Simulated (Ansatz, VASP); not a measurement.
## Li2F3 in VASP and in Ansatz

```
Li F
1.0
     3.14292    0.00000    0.00000
    -1.57146    2.72185    0.00000
     0.00000    0.00000    5.91310
Li F
2 3
Direct
  0.33333 0.66667 0.23008
  0.66667 0.33333 0.76992
  0.00000 0.00000 0.00000
  0.33333 0.66667 0.67308
  0.66667 0.33333 0.32692
```

Alike in both runs: functional PBE; k mesh 12 × 12 × 6; occupations gaussian, width 0.1 eV; collinear spin.

Ansatz relaxed the structure, and its values are those at the end. VASP's run is a single point on that final structure, the one shown.

```csv
,VASP,Ansatz
version,VASP 6.6.1,Ansatz 0.2.0
potentials or method,"VASP PAW PBE potentials, release 64 (Li_sv, F), cutoff 520 eV","scalar-relativistic, plane waves, PAW"
valence electrons in the cell,27,27
```

```csv
,VASP,Ansatz,Ansatz less VASP
gap on the k mesh at the Fermi level (eV),none,none,-
rms of the force components (eV/Å),0.005,0.000,-0.0042
net moment per atom (μB),0.20,0.20,0.000
size of the moment on the site where the two differ most (μB),0.30,0.33,+0.028
```

Site moments also hang on the region over which each program counts them. A gap of «none» marks a metal or a gap that the smearing closes.

Noted on VASP's run: the cutoff is short for stress, so the pressure is rough.
